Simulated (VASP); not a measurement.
# ZnS in VASP: further runs

The runs below take ZnS through single point, with r2SCAN, PBE.

Program: VASP 6.6.1. These are calculated values, not measurements. Logs are shortened: lines on timing, memory, paths and dates and some standing lists are left out, and cuts for length are marked.

### Step 1. The cell of the first run

The structure is hexagonal, space group P6_3mc (No. 186). Conventional cell: a = 3.805 Å, b = 3.805 Å, c = 6.088 Å, α = 90.00°, β = 90.00°, γ = 120.00°. Zn (site symmetry 3m) has 4 S at 2.31 to 2.32 Å within 3.1 Å. Within 3.1 Å of S (site symmetry 3m) lie 4 Zn at 2.31 to 2.32 Å.

### Step 2. Single point, r2SCAN (uniaxial z strain -2.5%)

Input file POSCAR:

```
ZnS
1.0
    3.8054508512      0.0000000000      0.0000000000
   -1.9027254256      3.2956171100      0.0000000000
    0.0000000000      0.0000000000      6.0878932727
Zn S
2 2
Direct
    0.3333333333      0.6666666667     -0.0020679217
    0.6666666667      0.3333333333      0.4979320783
    0.3333333333      0.6666666667      0.3770679217
    0.6666666667      0.3333333333      0.8770679217
```

Input file INCAR.step1:

```
PREC = Accurate ; ENCUT = 520
ISMEAR = 0 ; SIGMA = 0.01
LREAL = False ; LASPH = True
NELM = 60 ; NBANDS = 26
GGA = PE ; ALGO = Normal
EDIFF = 1E-4 ; LWAVE = True
LCHARG = False
```

Input file INCAR.step2:

```
PREC = Accurate ; ENCUT = 520
EDIFF = 1E-6 ; ISMEAR = 0
SIGMA = 0.01 ; LREAL = False
LASPH = True ; NELM = 60
ALGO = Normal ; ISIF = 2
LWAVE = False ; LCHARG = False
METAGGA = R2SCAN ; LMIXTAU = True
NBANDS = 26 ; ISTART = 1
```

Input file KPOINTS:

```
Automatic mesh
0
Gamma
  12 12 4
```

Potentials or basis: VASP PAW PBE potentials, release 64 (Zn, S).

The run is started by

```console
$ cat potpaw_PBE.64/Zn/POTCAR potpaw_PBE.64/S/POTCAR > POTCAR
$ cp INCAR.step1 INCAR
$ mpirun -np 1 vasp_std > vasp.out
$ cp INCAR.step2 INCAR
$ mpirun -np 1 vasp_std > vasp.out
```

OUTCAR:

```text
PREC = Accurate
   ENCUT = 520
   EDIFF = 1E-6
   ISMEAR = 0
   LREAL = False
   LASPH = True
   NELM = 60
   ISIF = 2
   METAGGA = R2SCAN
   ISTART = 1

 ion  position               nearest neighbor table
   1  0.333  0.667  0.998-   3 2.31   4 2.32   4 2.32   4 2.32
   2  0.667  0.333  0.498-   4 2.31   3 2.32   3 2.32   3 2.32
   3  0.333  0.667  0.377-   1 2.31   2 2.32   2 2.32   2 2.32
   4  0.667  0.333  0.877-   2 2.31   1 2.32   1 2.32   1 2.32

  LATTYP: Found a hexagonal cell.
 ALAT       =     3.8054508512
 C/A-ratio  =     1.5997823939

  Lattice vectors:

 A1 = (   3.8054508512,   0.0000000000,   0.0000000000)
 A2 = (  -1.9027254256,   3.2956171100,   0.0000000000)
 A3 = (   0.0000000000,   0.0000000000,   6.0878932727)

Analysis of symmetry for initial positions (statically):
=====================================================================
 Subroutine PRICEL returns:
 Original cell was already a primitive cell.

 Routine SETGRP: Setting up the symmetry group for a
 hexagonal supercell.

 Subroutine GETGRP returns: Found 12 space group operations
 (whereof  6 operations were pure point group operations)
 out of a pool of 24 trial point group operations.

The static configuration has the point symmetry C_3v.
 The point group associated with its full space group is C_6v.

Analysis of symmetry for dynamics (positions and initial velocities):
=====================================================================
 Subroutine PRICEL returns:
 Original cell was already a primitive cell.

 Routine SETGRP: Setting up the symmetry group for a
 hexagonal supercell.

 Subroutine GETGRP returns: Found 12 space group operations
 (whereof  6 operations were pure point group operations)
 out of a pool of 24 trial point group operations.

The dynamic configuration has the point symmetry C_3v.
 The point group associated with its full space group is C_6v.

 Subroutine INISYM returns: Found 12 space group operations
 (whereof  6 operations are pure point group operations),
 and found     1 'primitive' translations

----------------------------------------------------------------------------------------

                                     Primitive cell

  volume of cell :      76.3502

  direct lattice vectors                    reciprocal lattice vectors
[... 88 lines left out ...]
   LASPH  =      T    aspherical Exc in radial PAW
   ENCUT  =  520.0 eV  38.22 Ry    6.18 a.u.   7.08  7.08 11.32*2*pi/ulx,y,z
   NELM   =     60;   NELMIN=  2; NELMDL=  0     # of ELM steps
   EDIFF  = 0.1E-05   stopping-criterion for ELM
   LREAL  =      F    real-space projection
   EDIFFG = 0.1E-04   stopping-criterion for IOM
   NSW    =      0    number of steps for IOM
   IBRION =     -1    ionic relax: 0-MD 1-quasi-New 2-CG
   NFREE  =      0    steps in history (QN), initial steepest desc. (CG)
   ISIF   =      2    stress and relaxation
   ISYM   =      2    0-nonsym 1-usesym 2-fastsym
   POTIM  = 0.5000    time-step for ionic-motion
   TEBEG  =    0.0;   TEEND  =   0.0 temperature during run
   PSTRESS=    0.0 pullay stress
   NELECT =      36.0000    total number of electrons
   NUPDOWN=      -1.0000    fix difference up-down
   EMIN   =  10.00;   EMAX   =-10.00  energy-range for DOS
   EFERMI =   0.00;   METHOD = LEGACY
   ISMEAR =     0;   SIGMA  =   0.01  broadening in eV -4-tet -1-fermi 0-gaus
   EFERMI_NEDOS =   21; number of points for ismear=-14 and -15
   IALGO  =     38    algorithm
   IMIX   =      4    mixing-type and parameters
     AMIX     =   0.40;   BMIX     =  1.00
     AMIX_MAG =   1.60;   BMIX_MAG =  1.00
  volume/ion in A,a.u.               =      19.09       128.81
  Fermi-wavevector in a.u.,A,eV,Ry     =   1.274204  2.407897 22.090369  1.623596
  Thomas-Fermi vector in A             =   2.406985
   LORBIT       =      0    0 simple, 1 ext, 2 COOP (PROOUT), +10 PAW based schemes
   METAGGA = R2SCAN    functional components
   LHFCALC =     F    Hartree Fock is set to
   AEXX    =    0.0000 exact exchange contribution
   IVDW    =     0    specifies the selected vdW correction
   LEPSILON=     F    determine dielectric tensor
   LRPA    =     F    only Hartree local field effects (RPA)
 non-spin polarized calculation
 Gauss-broadening in eV      SIGMA  =   0.01
  energy-cutoff  :      520.00
  volume of cell :       76.35
 maximum number of plane-waves:      2072
   NGX = 15   NGY = 15   NGZ = 23

 number of electron      35.9999984 magnetization

 Free energy of the ion-electron system (eV)
  ---------------------------------------------------
  ext. energy  EPLUGINS =         0.00000000
  ---------------------------------------------------
  free energy    TOTEN  =       -37.69862462 eV

  energy without entropy =      -37.69862462  energy(sigma->0) =      -37.69862462

 E-fermi :   2.2029     XC(G=0): -10.4433

 val. band max:        2.1604616603   @ k =   0.0000   0.0000   0.0000
 cond. band min:       5.1052621374   @ k =   0.0000   0.0000   0.0000
 fundamental gap:      2.9448004771
 Fermi energy:         2.2029440571

 k-point     1 :       0.0000    0.0000    0.0000
  band No.  band energies     occupation
      1     -11.7791      2.00000
      2     -10.7156      2.00000
      3      -4.4629      2.00000
      4      -4.4629      2.00000
      5      -4.4583      2.00000
      6      -4.3703      2.00000
[... 685 lines left out ...]
     25      11.7306      0.00000
     26      12.6313      0.00000

 [... further k-points ...]

------------------------ aborting loop because EDIFF is reached ----------------------------------------

  FORCE on cell =-STRESS in cart. coord.  units (eV):
  Direction    XX          YY          ZZ          XY          YZ          ZX
  --------------------------------------------------------------------------------------
  -------------------------------------------------------------------------------------
  Total        0.6557592      0.6557592      1.9448822      0.0000000      0.0000000      0.0000000
  in kB       13.7608434     13.7608434     40.8125737      0.0000000      0.0000000      0.0000000
  external PRESSURE =      22.7780868 kB  Pullay stress =       0.0000000 kB

 VOLUME and BASIS-vectors are now :
 -----------------------------------------------------------------------------
  energy-cutoff  :      520.00
  volume of cell :       76.35
      direct lattice vectors                 reciprocal lattice vectors
     3.805450851  0.000000000  0.000000000     0.262780953  0.151716654  0.000000000
    -1.902725426  3.295617110  0.000000000     0.000000000  0.303433308  0.000000000
     0.000000000  0.000000000  6.087893273     0.000000000  0.000000000  0.164260435

 POSITION                                       TOTAL-FORCE (eV/Angst)
 -----------------------------------------------------------------------------------
     -0.00000      2.19708      6.07530        -0.000000      0.000000     -0.002182
      1.90273      1.09854      3.03136         0.000000     -0.000000     -0.002182
     -0.00000      2.19708      2.29555        -0.000000     -0.000000      0.002182
      1.90273      1.09854      5.33950        -0.000000     -0.000000      0.002182
 -----------------------------------------------------------------------------------
    total drift:                               -0.000000     -0.000000      0.000167

  FREE ENERGIE OF THE ION-ELECTRON SYSTEM (eV)
  ---------------------------------------------------
  free  energy   TOTEN  =       -37.6986246214 eV

  energy  without entropy=      -37.6986246214  energy(sigma->0) =      -37.69862462
```

OUTCAR.step1:

```text
PREC = Accurate
   ENCUT = 520
   ISMEAR = 0
   LREAL = False
   LASPH = True
[... 926 lines left out ...]
     -0.00000      2.19708      6.07530         0.000000     -0.000000     -0.008115
      1.90273      1.09854      3.03136        -0.000000      0.000000     -0.008115
     -0.00000      2.19708      2.29555         0.000000     -0.000000      0.008115
      1.90273      1.09854      5.33950         0.000000     -0.000000      0.008115
 -----------------------------------------------------------------------------------
    total drift:                               -0.000000     -0.000000      0.000327

  FREE ENERGIE OF THE ION-ELECTRON SYSTEM (eV)
  ---------------------------------------------------
  free  energy   TOTEN  =       -13.6206851493 eV

  energy  without entropy=      -13.6206851493  energy(sigma->0) =      -13.62068515
```

Wall time 2.5 min (1 thread of Intel Xeon 6975P-C (Granite Rapids), shared host); peak memory 0.25 GiB.

What came out:

- Free energy: -37.6986 eV
- Pressure: 2.3 GPa
- Band gap on the k mesh: 2.94 eV, direct

Forces in eV/Å, atoms in the order of the input:
```
Zn   0.000  0.000 -0.002
Zn   0.000  0.000 -0.002
S    0.000  0.000  0.002
S    0.000  0.000  0.002
```

Levels at points of the mesh, in eV from the valence-band top:
```csv
k point,band 15,band 16,band 17,band 18,band 19,band 20,band 21,band 22
"(0.00, 0.00, 0.00)",-1.05,-0.04,-0.04,0.00,2.94,3.42,6.66,6.66
"(0.50, 0.00, 0.00)",-3.45,-2.49,-1.75,-0.98,3.88,4.89,5.56,7.38
"(0.00, 0.00, 0.50)",-0.56,-0.56,-0.56,-0.56,4.06,4.06,7.12,7.12
"(0.50, 0.00, 0.50)",-1.79,-1.79,-1.63,-1.63,4.03,4.03,5.66,5.66
```

Caveat: the cell differs from its parent crystal (uniaxial z strain -2.5%); the PAW data sets were made with another functional, which shifts forces and pressure a little. A k mesh can miss the band edges.

### Step 3. Single point, r2SCAN

This run uses another cell than the first one, of 19.58 Å³/atom, 1.026 times its volume.

Input file POSCAR:

```
ZnS
1.0
    3.8054508512      0.0000000000      0.0000000000
   -1.9027254256      3.2956171100      0.0000000000
    0.0000000000      0.0000000000      6.2439931002
Zn S
2 2
Direct
    0.3333333333      0.6666666667      0.0003381267
    0.6666666667      0.3333333333      0.5003381267
    0.3333333333      0.6666666667      0.3746618733
    0.6666666667      0.3333333333      0.8746618733
```

Input file INCAR.step1:

```
SYSTEM = ZnS
ALGO = Normal ; EDIFF = 1E-4
ENCUT = 520 ; GGA = PE
ISMEAR = 0 ; LASPH = .TRUE.
LCHARG = .FALSE. ; LREAL = .FALSE.
LWAVE = .TRUE. ; NBANDS = 26
NELM = 80 ; PREC = Accurate
SIGMA = 0.01
```

Input file INCAR.step2:

```
SYSTEM = ZnS
ALGO = Normal ; EDIFF = 1E-6
ENCUT = 520 ; ISIF = 2
ISMEAR = 0 ; ISTART = 1
LASPH = .TRUE. ; LCHARG = .FALSE.
LMIXTAU = .TRUE. ; LREAL = .FALSE.
LWAVE = .FALSE. ; METAGGA = R2SCAN
NBANDS = 26 ; NELM = 80
PREC = Accurate ; SIGMA = 0.01
```

Input file KPOINTS:

```
k-points
0
G
  12 12 4
  0 0 0
```

Potentials or basis: VASP PAW PBE potentials, release 64 (Zn, S).

The run is started by

```console
$ cat potpaw_PBE.64/Zn/POTCAR potpaw_PBE.64/S/POTCAR > POTCAR
$ cp INCAR.step1 INCAR
$ mpirun -np 1 vasp_std > vasp.out
$ cp INCAR.step2 INCAR
$ mpirun -np 1 vasp_std > vasp.out
```

Run time: 2.7 min. Hardware: 1 thread of Intel Xeon 6975P-C (Granite Rapids), shared host; peak memory 0.25 GiB.

The run converged. Its results:

```yaml
Free_energy: -37.7237 eV
Pressure: 0.1 GPa
Band_gap_on_the_k_mesh: 2.79 eV, direct
```

Levels at points of the mesh, in eV from the valence-band top:
```tsv
k point	band 14	band 15	band 16	band 17	band 18	band 19	band 20	band 21	band 22	band 23
(0.00, 0.00, 0.00)	-0.92	-0.92	-0.08	0.00	0.00	2.79	3.62	6.80	6.80	7.07
(0.50, 0.00, 0.00)	-4.19	-3.36	-2.31	-1.73	-0.91	4.04	4.78	5.45	7.37	8.00
(0.00, 0.00, 0.50)	-2.90	-0.48	-0.48	-0.48	-0.48	4.11	4.11	7.26	7.26	7.26
(0.50, 0.00, 0.50)	-4.96	-1.68	-1.68	-1.66	-1.66	3.96	3.96	5.66	5.66	9.38
```

Caveat: the PAW data sets were made with another functional, which shifts forces and pressure a little.

### Step 4. Single point, r2SCAN (epitaxial xy strain +2.0%)

Input file POSCAR:

```
ZnS
1.0
    3.8815598682      0.0000000000      0.0000000000
   -1.9407799341      3.3615294522      0.0000000000
    0.0000000000      0.0000000000      6.1760189273
Zn S
2 2
Direct
    0.3333333333      0.6666666667     -0.0023183735
    0.6666666667      0.3333333333      0.4976816265
    0.3333333333      0.6666666667      0.3773183735
    0.6666666667      0.3333333333      0.8773183735
```

Input file INCAR.step1:

```
SYSTEM = ZnS
PREC     = Accurate       ! precision mode
ENCUT    = 520            ! plane-wave cutoff, eV
ISMEAR   = 0              ! smearing method
SIGMA    = 0.01           ! smearing width, eV
LREAL    = .FALSE.        ! projectors in reciprocal space
LASPH    = .TRUE.         ! aspherical terms in the spheres
NELM     = 100            ! most SCF steps
NBANDS   = 26             ! bands
GGA      = PE             ! functional
ALGO     = Normal         ! electronic algorithm
EDIFF    = 1E-4           ! SCF threshold, eV
LWAVE    = .TRUE.         ! write WAVECAR
LCHARG   = .FALSE.        ! write CHGCAR
```

Input file INCAR.step2:

```
SYSTEM = ZnS
PREC     = Accurate       ! precision mode
ENCUT    = 520            ! plane-wave cutoff, eV
EDIFF    = 1E-6           ! SCF threshold, eV
ISMEAR   = 0              ! smearing method
SIGMA    = 0.01           ! smearing width, eV
LREAL    = .FALSE.        ! projectors in reciprocal space
LASPH    = .TRUE.         ! aspherical terms in the spheres
NELM     = 100            ! most SCF steps
ALGO     = Normal         ! electronic algorithm
ISIF     = 2              ! what is computed and relaxed
LWAVE    = .FALSE.        ! write WAVECAR
LCHARG   = .FALSE.        ! write CHGCAR
METAGGA  = R2SCAN         ! meta-GGA
LMIXTAU  = .TRUE.       
NBANDS   = 26             ! bands
ISTART   = 1
```

Input file KPOINTS:

```
Automatic mesh
0
G
  12 12 4
  0 0 0
```

The run is started by

```console
$ cat potpaw_PBE.64/Zn/POTCAR potpaw_PBE.64/S/POTCAR > POTCAR
$ cp INCAR.step1 INCAR
$ mpirun -np 1 vasp_std > vasp.out
$ cp INCAR.step2 INCAR
$ mpirun -np 1 vasp_std > vasp.out
```

Run time: 3.7 min. Hardware: 1 thread of Intel Xeon 6975P-C (Granite Rapids), shared host; peak memory 0.27 GiB.

It converged, with:

```yaml
Free_energy: -37.6935 eV
Pressure: -1.9 GPa
Largest_force: 0.005 eV/Å
Band_gap_on_the_k_mesh: 2.67 eV, direct
```

Forces on the atoms (eV/Å):
```
Zn   0.000  0.000  0.005
Zn   0.000  0.000  0.005
S    0.000  0.000 -0.005
S    0.000  0.000 -0.005
```

Stress tensor (GPa, compression positive):
```
-2.97  0.00  0.00
 0.00 -2.97  0.00
 0.00  0.00  0.08
```

Levels at points of the mesh, in eV from the valence-band top:
```csv
k point,band 14,band 15,band 16,band 17,band 18,band 19,band 20,band 21,band 22,band 23
"(0.00, 0.00, 0.00)",-1.00,-1.00,-0.06,-0.06,0.00,2.67,3.27,6.66,6.66,7.40
"(0.50, 0.00, 0.00)",-4.05,-3.21,-2.32,-1.61,-0.91,3.89,4.73,5.61,7.39,8.12
"(0.00, 0.00, 0.50)",-2.72,-0.55,-0.55,-0.55,-0.55,3.86,3.86,7.11,7.11,7.11
"(0.50, 0.00, 0.50)",-4.84,-1.67,-1.67,-1.50,-1.50,4.01,4.01,5.69,5.69,9.39
```

Caveat: the cell differs from its parent crystal (epitaxial xy strain +2.0%); the PAW data sets were made with another functional, which shifts forces and pressure a little.

[end of part 1 of 2]
